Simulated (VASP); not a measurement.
Input of a VASP 6.6.1 run:

Contents of INCAR:

```
PREC = Accurate
ENCUT = 520
EDIFF = 1E-6
ISMEAR = -1
SIGMA = 0.05
LREAL = False
LASPH = True
NELM = 100
ALGO = Normal
ISIF = 2
LWAVE = False
LCHARG = False
GGA = CA
NBANDS = 34
```

File KPOINTS:

```
Automatic mesh
0
Gamma
  14 14 14
```

The input POSCAR:

```
LuPb2
1.0
   -1.8530500000      1.8530500000      6.5600000000
    1.8530500000     -1.8530500000      6.5600000000
    1.8530500000      1.8530500000     -6.5600000000
Lu Pb
1 2
Direct
    0.0000000000      0.0000000000      0.0000000000
    0.3330000000      0.3330000000      0.0000000000
    0.6670000000      0.6670000000      0.0000000000
```

Potentials or basis: VASP PAW PBE potentials, release 64 (Lu, Pb_d).

Command:

```bash
$ cat potpaw_PBE.64/Lu/POTCAR potpaw_PBE.64/Pb_d/POTCAR > POTCAR
$ mpirun -np 1 vasp_std > vasp.out
```

Q: Estimate the largest force.

A: 0.387 eV/Å.

Q: Estimate the pressure.

A: -5.4 GPa.

Stress tensor (GPa, compression positive):
```
-4.94  0.00  0.00
 0.00 -4.94  0.00
 0.00  0.00 -6.24
```

Caveat: the PAW data sets were made with another functional, which shifts forces and pressure a little.
